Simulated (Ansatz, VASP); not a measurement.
## Zn3BiO in VASP and in Ansatz

```xyz
5
Lattice="5.5375 0.0000 0.0000 0.0000 5.5375 0.0000 0.0000 0.0000 4.3672" Properties=species:S:1:pos:R:3 pbc="T T T"
Zn    2.7687    0.0000    2.1836
Zn    0.0000    2.7687    2.1836
Zn    2.7687    2.7687    0.0000
Bi    0.0000    0.0000    2.1836
O     0.0000    0.0000    0.0000
```

Alike in both runs: functional PBE; k mesh 4 × 4 × 4; occupations gaussian, width 0.1 eV; no spin polarisation.

Ansatz relaxed the structure, and its values are those at the end. VASP's run is a single point on that final structure, the one shown.

```csv
,VASP,Ansatz
version,VASP 6.6.1,Ansatz 0.2.0
potentials or method,"VASP PAW PBE potentials, release 64 (Zn, Bi_d, O), cutoff 520 eV","scalar-relativistic, plane waves, PAW"
valence electrons in the cell,57,57
```

Ansatz gave:

| Quantity | Value |
| --- | --- |
| gap on the k mesh at the Fermi level (eV) | none |
| pressure (GPa) | -0.1 |

Estimate VASP's values.

gap on the k mesh at the Fermi level (eV): none; pressure (GPa): 0.0.

A gap of «none» marks a metal or a gap that the smearing closes. The functional is the same, so the differences come from potentials, cutoffs and numerics.

Spin-orbit coupling is off throughout.
